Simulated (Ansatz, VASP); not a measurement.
**One calculation of TiO2, two programs**

```xyz
6
Lattice="4.5912 0.0000 0.0000 0.0000 4.5912 0.0000 0.0000 0.0000 2.9390" Properties=species:S:1:pos:R:3 pbc="T T T"
Ti    0.0809   -0.0809   -0.1324
Ti    2.2956    2.2956    1.4695
O     1.3978    1.3978    0.0000
O     0.8979    3.6934    1.4695
O     3.1935    3.1935    0.0000
O     3.6934    0.8979    1.4695
```

Alike in both runs: task single point; functional PBEsol; k mesh 6 × 6 × 10; occupations gaussian, width 0.05 eV; no spin polarisation.

```csv
,VASP,Ansatz
version,VASP 6.6.1,Ansatz 0.2.0
potentials or method,"VASP PAW PBE potentials, release 64 (Ti_sv, O), cutoff 520 eV","scalar-relativistic, plane waves, PAW"
valence electrons in the cell,48,48
```

```csv
,VASP,Ansatz,Ansatz less VASP
gap on the k mesh at the Fermi level (eV),1.75,1.78,+0.024
least direct gap on the mesh (eV),1.85,1.88,+0.026
pressure (GPa),2.9,2.1,-0.71
"traceless stress, the component that is largest in VASP (GPa)",3.03,2.95,-0.074
rms of the force components (eV/Å),0.885,0.867,-0.0179
```

VASP's potentials were made for PBE, not for PBEsol. Atom by atom the forces differ by 0.028 eV/Å (rms over components).
